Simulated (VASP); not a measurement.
LaSc2F: relaxation of cell and atoms with PBE

The system is LaSc2F.

```xyz
4
Lattice="5.6071 0.0000 0.0000 -2.8035 4.8559 0.0000 0.0000 0.0000 4.4418" Properties=species:S:1:pos:R:3 pbc="T T T"
La    0.0000    0.0000    2.2209
Sc    0.0000    3.2372    0.0000
Sc    2.8035    1.6186    0.0000
F     0.0000    0.0000    0.0000
```

The cell was generated, and may not be a known phase.

```json
{
  "Program": "VASP 6.6.1",
  "Task": "relaxation of cell and atoms",
  "Functional": "PBE",
  "Potentials or basis": "VASP PAW PBE potentials, release 64 (La, Sc_sv, F)",
  "Cutoff": "600 eV",
  "k mesh": "12 × 12 × 10",
  "Occupations": "gaussian, width 0.1 eV",
  "Spin": "no spin polarisation",
  "Dipole correction": "no",
  "Further INCAR settings": "ALGO = Normal; EDIFF = 1e-06; IBRION = 2; EDIFFG = -0.01; NSW = 100; ISIF = 3"
}
```

```
Relaxed volume                        : 30.01 Å³/atom
Relaxed cell                          : a = 5.578 Å, b = 5.578 Å, c = 4.455 Å, α = 90.00°, β = 90.00°, γ = 120.00°
Space group after relaxing (to 0.1 Å) : P6/mmm (No. 191)
Energy gained by relaxing             : 0.3 meV/atom
Ionic steps                           : 6
Pressure after relaxing               : 0.0 GPa
Band gap on the k mesh                : zero (bands 20 and 21 overlap by 0.55 eV)
```

The path:
```tsv
step	energy change (eV)	largest force (eV/Å)	pressure (GPa)	volume (Å³)
1	0.0000	0.0000	-0.11	120.94
2	-0.0007	0.0000	-0.09	120.57
3	-0.0011	0.0000	-0.04	119.97
4	-0.0011	0.0000	-0.04	120.02
5	-0.0011	0.0000	-0.04	120.09
6	-0.0011	0.0000	-0.04	120.05
```

Final structure:
```yaml
crystal:
  lattice:
    - [5.57806, 0.00000, 0.00000]
    - [-2.78903, 4.83074, 0.00000]
    - [0.00000, 0.00000, 4.45505]
  atoms:
    - { symbol: La, position: [0.00000, 0.00000, 0.50000] }
    - { symbol: Sc, position: [0.33333, 0.66667, 0.00000] }
    - { symbol: Sc, position: [0.66667, 0.33333, 0.00000] }
    - { symbol: F, position: [0.00000, 0.00000, 0.00000] }
```

Levels at points of the mesh, in eV from the Fermi level:
```tsv
k point	band 17	band 18	band 19	band 20	band 21	band 22	band 23	band 24
(0.00, 0.00, 0.00)	-3.84	-0.32	-0.32	-0.05	0.66	0.66	0.71	0.91
(0.50, 0.00, 0.00)	-2.11	-1.97	-0.42	0.05	0.12	0.56	0.64	0.73
(0.00, 0.00, 0.50)	-2.22	-1.74	-0.61	-0.61	0.57	0.57	0.59	0.59
(0.50, 0.00, 0.50)	-1.13	-1.05	-0.47	-0.20	-0.05	0.26	0.35	1.06
```

It took 48 min on 1 thread of Intel Xeon 8259CL (shared host), peak memory 0.66 GiB.

Caveat: spin-orbit coupling is left out, which moves the levels of the heavy elements.
